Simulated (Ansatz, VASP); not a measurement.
## One calculation of Sb, two programs

```
Sb
1.0
    -1.44488    1.44488    1.44488
     1.44488   -1.44488    1.44488
     1.44488    1.44488   -1.44488
Sb
1
Direct
  0.00000 0.00000 0.00000
```

Alike in both runs: task relaxation of cell and atoms; functional PBE; k mesh 10 × 10 × 10; occupations gaussian, width 0.1 eV; no spin polarisation.

```csv
,VASP,Ansatz
version,VASP 6.6.1,Ansatz 0.2.0
potentials or method,"VASP PAW PBE potentials, release 64 (Sb), cutoff 500 eV","scalar-relativistic, plane waves, PAW"
valence electrons in the cell,5,15
```

Ansatz gave:

| Item | Value |
| --- | --- |
| gap on the k mesh at the Fermi level, each at its own relaxed structure (eV) | none |
| relaxed volume (Å³/atom) | 27.34 |
| relaxed cell length with the largest relative difference (Å) | 3.287 |

Question: Estimate VASP's values.

Answer: gap on the k mesh at the Fermi level, each at its own relaxed structure (eV): none; relaxed volume (Å³/atom): 27.40; relaxed cell length with the largest relative difference (Å): 3.289.

A gap of «none» marks a metal or a gap that the smearing closes. VASP's potentials hold 5 valence electrons a cell and Ansatz's 15, so a difference there can come from the potentials and not from the codes.

Neither program's run includes spin-orbit coupling. Noted on VASP's run: the volume moved by over 15 % at a fixed basis, so the end points are rough.
